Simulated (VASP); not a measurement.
# LiNbO3 (Pm-3m) in VASP: notebook, part 2 of 2

VASP 6.6.1.

**4. Single point, PBE+U**

This run uses another cell than the first one, of 8.18 Å³/atom.

INCAR

```
SYSTEM = LiNbO3
ALGO = Normal
EDIFF = 1E-6
ENCUT = 750
GGA = PE
GGA_COMPAT = .False.
ISIF = 2
ISMEAR = 0
LASPH = .True.
LCHARG = .False.
LDAU = .True.
LDAUJ = 0 0 0
LDAUL = -1 2 -1
LDAUPRINT = 1
LDAUTYPE = 2
LDAUU = 0 2 0
LMAXMIX = 4
LREAL = .False.
LWAVE = .False.
NBANDS = 25
NELM = 200
PREC = Accurate
SIGMA = 0.1
```

KPOINTS

```
Automatic mesh
0
Gamma
  12 12 12
  0.5 0.5 0.5
```

POSCAR

```
LiNbO3
1.0
    3.4452017885      0.0000000000      0.0000000000
    0.0000000000      3.4452017885      0.0000000000
    0.0000000000      0.0000000000      3.4452017885
Li Nb O
1 1 3
Direct
    0.5000000000      0.5000000000      0.5000000000
    0.0000000000      0.0000000000      0.0000000000
    0.0000000000      0.5000000000      0.5000000000
    0.5000000000      0.0000000000      0.5000000000
    0.5000000000      0.5000000000      0.0000000000
```

Potentials or basis: VASP PAW PBE potentials, release 64 (Li_sv, Nb_sv, O).

Command:

```console
cat potpaw_PBE.64/Li_sv/POTCAR potpaw_PBE.64/Nb_sv/POTCAR potpaw_PBE.64/O/POTCAR > POTCAR
mpirun -np 1 vasp_std > vasp.out
```

OUTCAR:

```text
SYSTEM = LiNbO3
   EDIFF = 1E-6
   ENCUT = 750
   GGA = PE
   ISIF = 2
   ISMEAR = 0
   LASPH = .True.
   LREAL = .False.
   NELM = 200
   PREC = Accurate

 ion  position               nearest neighbor table
   1  0.500  0.500  0.500-   3 1.72   4 1.72   5 1.72   5 1.72   4 1.72   3 1.72
   2  0.000  0.000  0.000-   3 2.44   4 2.44   5 2.44   3 2.44   4 2.44   3 2.44   5 2.44   3 2.44
                             4 2.44   5 2.44   4 2.44   5 2.44
   3  0.000  0.500  0.500-   1 1.72   1 1.72   2 2.44   2 2.44   2 2.44   2 2.44
   4  0.500  0.000  0.500-   1 1.72   1 1.72   2 2.44   2 2.44   2 2.44   2 2.44
   5  0.500  0.500  0.000-   1 1.72   1 1.72   2 2.44   2 2.44   2 2.44   2 2.44

  LATTYP: Found a simple cubic cell.
 ALAT       =     3.4452017885

  Lattice vectors:

 A1 = (   3.4452017885,   0.0000000000,   0.0000000000)
 A2 = (   0.0000000000,   3.4452017885,   0.0000000000)
 A3 = (   0.0000000000,   0.0000000000,   3.4452017885)

Analysis of symmetry for initial positions (statically):
=====================================================================
 Subroutine PRICEL returns:
 Original cell was already a primitive cell.

 Routine SETGRP: Setting up the symmetry group for a
 simple cubic supercell.

 Subroutine GETGRP returns: Found 48 space group operations
 (whereof 48 operations were pure point group operations)
 out of a pool of 48 trial point group operations.

The static configuration has the point symmetry O_h .

Analysis of symmetry for dynamics (positions and initial velocities):
=====================================================================
 Subroutine PRICEL returns:
 Original cell was already a primitive cell.

 Routine SETGRP: Setting up the symmetry group for a
 simple cubic supercell.

 Subroutine GETGRP returns: Found 48 space group operations
 (whereof 48 operations were pure point group operations)
 out of a pool of 48 trial point group operations.

The dynamic configuration has the point symmetry O_h .

 Subroutine INISYM returns: Found 48 space group operations
 (whereof 48 operations are pure point group operations),
 and found     1 'primitive' translations

----------------------------------------------------------------------------------------

                                     Primitive cell

  volume of cell :      40.8925

  direct lattice vectors                    reciprocal lattice vectors
     3.445201788  0.000000000  0.000000000     0.290258760  0.000000000  0.000000000
     0.000000000  3.445201788  0.000000000     0.000000000  0.290258760  0.000000000
[... 99 lines left out ...]
   POTIM  = 0.5000    time-step for ionic-motion
   TEBEG  =    0.0;   TEEND  =   0.0 temperature during run
   PSTRESS=    0.0 pullay stress
   NELECT =      34.0000    total number of electrons
   NUPDOWN=      -1.0000    fix difference up-down
   EMIN   =  10.00;   EMAX   =-10.00  energy-range for DOS
   EFERMI =   0.00;   METHOD = LEGACY
   ISMEAR =     0;   SIGMA  =   0.10  broadening in eV -4-tet -1-fermi 0-gaus
   EFERMI_NEDOS =   21; number of points for ismear=-14 and -15
   IALGO  =     38    algorithm
   IMIX   =      4    mixing-type and parameters
     AMIX     =   0.40;   BMIX     =  1.00
     AMIX_MAG =   1.60;   BMIX_MAG =  1.00
  volume/ion in A,a.u.               =       8.18        55.19
  Fermi-wavevector in a.u.,A,eV,Ry     =   1.539406  2.909055 32.242684  2.369770
  Thomas-Fermi vector in A             =   2.645638
   LORBIT       =      0    0 simple, 1 ext, 2 COOP (PROOUT), +10 PAW based schemes
 LDA+U is selected, type is set to LDAUTYPE =  2
   angular momentum for each species LDAUL =    -1    2   -1
   U (eV)           for each species LDAUU =   0.0  2.0  0.0
   J (eV)           for each species LDAUJ =   0.0  0.0  0.0
   GGA     = PE    functional components
   LHFCALC =     F    Hartree Fock is set to
   AEXX    =    0.0000 exact exchange contribution
   IVDW    =     0    specifies the selected vdW correction
   LEPSILON=     F    determine dielectric tensor
   LRPA    =     F    only Hartree local field effects (RPA)
 non-spin polarized calculation
 Gauss-broadening in eV      SIGMA  =   0.10
  energy-cutoff  :      750.00
  volume of cell :       40.89
 maximum number of plane-waves:      1924
 NGX is ok and might be reduce to    32
   NGX = 15   NGY = 15   NGZ = 15

atom =   2  type =  2  l = 2

 onsite density matrix

spin component  1

  0.1689  0.0000 -0.0000  0.0000  0.0000
  0.0000  0.1689 -0.0000  0.0000 -0.0000
 -0.0000 -0.0000  0.1785  0.0000 -0.0000
  0.0000  0.0000  0.0000  0.1689 -0.0000
  0.0000 -0.0000 -0.0000 -0.0000  0.1785

spin component  2

  0.1689  0.0000 -0.0000  0.0000  0.0000
  0.0000  0.1689 -0.0000  0.0000 -0.0000
 -0.0000 -0.0000  0.1785  0.0000 -0.0000
  0.0000  0.0000  0.0000  0.1689 -0.0000
  0.0000 -0.0000 -0.0000 -0.0000  0.1785

 occupancies and eigenvectors

  o =  0.1689  v =  0.0000 -0.9311  0.0000 -0.3648  0.0000  0.0000  0.0000  0.0000  0.0000  0.0000      0.0000  0.0000  0.0000  0.0000  0.0000  0.0000  0.0000  0.0000  0.0000  0.0000
  o =  0.1689  v =  0.0000  0.0000  0.0000  0.0000  0.0000  0.0000 -0.9311  0.0000 -0.3648  0.0000      0.0000  0.0000  0.0000  0.0000  0.0000  0.0000  0.0000  0.0000  0.0000  0.0000
  o =  0.1689  v =  0.0000 -0.3648  0.0000  0.9311  0.0000  0.0000  0.0000  0.0000  0.0000  0.0000      0.0000  0.0000  0.0000  0.0000  0.0000  0.0000  0.0000  0.0000  0.0000  0.0000
  o =  0.1689  v =  0.0000  0.0000  0.0000  0.0000  0.0000  0.0000 -0.3648  0.0000  0.9311  0.0000      0.0000  0.0000  0.0000  0.0000  0.0000  0.0000  0.0000  0.0000  0.0000  0.0000
  o =  0.1689  v =  0.0000  0.0000  0.0000  0.0000  0.0000  1.0000  0.0000  0.0000  0.0000  0.0000      0.0000  0.0000  0.0000  0.0000  0.0000  0.0000  0.0000  0.0000  0.0000  0.0000
  o =  0.1689  v =  1.0000  0.0000  0.0000  0.0000  0.0000  0.0000  0.0000  0.0000  0.0000  0.0000      0.0000  0.0000  0.0000  0.0000  0.0000  0.0000  0.0000  0.0000  0.0000  0.0000
  o =  0.1785  v =  0.0000  0.0000  0.0000  0.0000  0.0000  0.0000 -0.0000 -0.8330  0.0000  0.5533      0.0000  0.0000  0.0000  0.0000  0.0000  0.0000  0.0000  0.0000  0.0000  0.0000
  o =  0.1785  v =  0.0000 -0.0000 -0.8330  0.0000  0.5533  0.0000  0.0000  0.0000  0.0000  0.0000      0.0000  0.0000  0.0000  0.0000  0.0000  0.0000  0.0000  0.0000  0.0000  0.0000
  o =  0.1785  v =  0.0000 -0.0000 -0.5533  0.0000 -0.8330  0.0000  0.0000  0.0000  0.0000  0.0000      0.0000  0.0000  0.0000  0.0000  0.0000  0.0000  0.0000  0.0000  0.0000  0.0000
  o =  0.1785  v =  0.0000  0.0000  0.0000  0.0000  0.0000  0.0000 -0.0000 -0.5533  0.0000 -0.8330      0.0000  0.0000  0.0000  0.0000  0.0000  0.0000  0.0000  0.0000  0.0000  0.0000

 number of electron      34.0000008 magnetization

 Free energy of the ion-electron system (eV)
  ---------------------------------------------------
  ext. energy  EPLUGINS =         0.00000000
  ---------------------------------------------------
  free energy    TOTEN  =       -31.19581652 eV

  energy without entropy =      -31.18317653  energy(sigma->0) =      -31.18949652

 E-fermi :   8.5734     XC(G=0): -12.7200

 val. band max:        8.5699007408   @ k =   0.2083   0.1250   0.0417
 cond. band min:       8.6108046278   @ k =   0.2083   0.1250   0.1250
 fundamental gap:      0.0409038870
 Fermi energy:         8.5733504286

 k-point     1 :       0.0417    0.0417    0.0417
  band No.  band energies     occupation
      1     -49.3328      2.00000
      2     -32.9674      2.00000
      3     -25.0812      2.00000
      4     -25.0806      2.00000
      5     -25.0806      2.00000
      6     -10.8066      2.00000
[... 661 lines left out ...]
     24      21.6630      0.00000
     25      23.8661      0.00000

 [... further k-points ...]
[... 5 lines left out ...]
  --------------------------------------------------------------------------------------
  -------------------------------------------------------------------------------------
  Total        0.2801171      0.2801171      0.2801171      0.0000000     -0.0000000      0.0000000
  in kB       10.9750406     10.9750406     10.9750406      0.0000000     -0.0000000      0.0000000
  external PRESSURE =      10.9750406 kB  Pullay stress =       0.0000000 kB

 VOLUME and BASIS-vectors are now :
 -----------------------------------------------------------------------------
  energy-cutoff  :      750.00
  volume of cell :       40.89
      direct lattice vectors                 reciprocal lattice vectors
     3.445201788  0.000000000  0.000000000     0.290258760  0.000000000  0.000000000
     0.000000000  3.445201788  0.000000000     0.000000000  0.290258760  0.000000000
     0.000000000  0.000000000  3.445201788     0.000000000  0.000000000  0.290258760

 POSITION                                       TOTAL-FORCE (eV/Angst)
 -----------------------------------------------------------------------------------
      1.72260      1.72260      1.72260         0.000000      0.000000      0.000000
      0.00000      0.00000      0.00000         0.000000      0.000000      0.000000
      0.00000      1.72260      1.72260         0.000000      0.000000      0.000000
      1.72260      0.00000      1.72260         0.000000      0.000000      0.000000
      1.72260      1.72260      0.00000         0.000000      0.000000      0.000000
 -----------------------------------------------------------------------------------
    total drift:                                0.000000     -0.000000     -0.000000

  FREE ENERGIE OF THE ION-ELECTRON SYSTEM (eV)
  ---------------------------------------------------
  free  energy   TOTEN  =       -31.1958165170 eV

  energy  without entropy=      -31.1831765274  energy(sigma->0) =      -31.18949652
```

Run time: 1.9 min. Hardware: 1 thread of Oxide Virtual Turin-like, shared host; peak memory 0.2 GiB.

What came out:

| Quantity | Value |
| --- | --- |
| Free energy | -31.1958 eV |
| Pressure | 1.1 GPa |
| Band gap on the k mesh | zero (bands 17 and 18 overlap by 0.33 eV) |

Eigenvalues of the final occupation matrices:
```csv
site,spin,trace,eigenvalues
site 2 d,1,0.86,0.17 0.17 0.17 0.18 0.18
site 2 d,2,0.86,0.17 0.17 0.17 0.18 0.18
```

Caveat: U without spin polarisation on a metal has little footing.

**5. The runs side by side**

```tsv
level	spin	U	cell	k mesh	gap on the mesh (eV)	pressure (GPa)
PBE	off	-	a = 3.739 Å, 5 atoms	6 × 6 × 6	none	-30.0
PBE	collinear, zero start	-	a = 3.739 Å, 5 atoms	6 × 6 × 6	none	-30.0
PBE+U	off	Nb d U = 2.0 eV	a = 3.445 Å, 5 atoms	12 × 12 × 12, shifted	none	1.1
```

Alike in all rows: task single point; potentials or basis VASP PAW PBE potentials, release 64 (Li_sv, Nb_sv, O); cutoff (eV) 750; smearing gaussian 0.1 eV.

Caveats: the cell stands under tension (at least some runs); U without spin polarisation on a metal has little footing (at least some runs).

Absolute energies hang on the potentials; compare differences alone.

The gap in the log of VASP goes by the Fermi energy; the results here count the filled bands.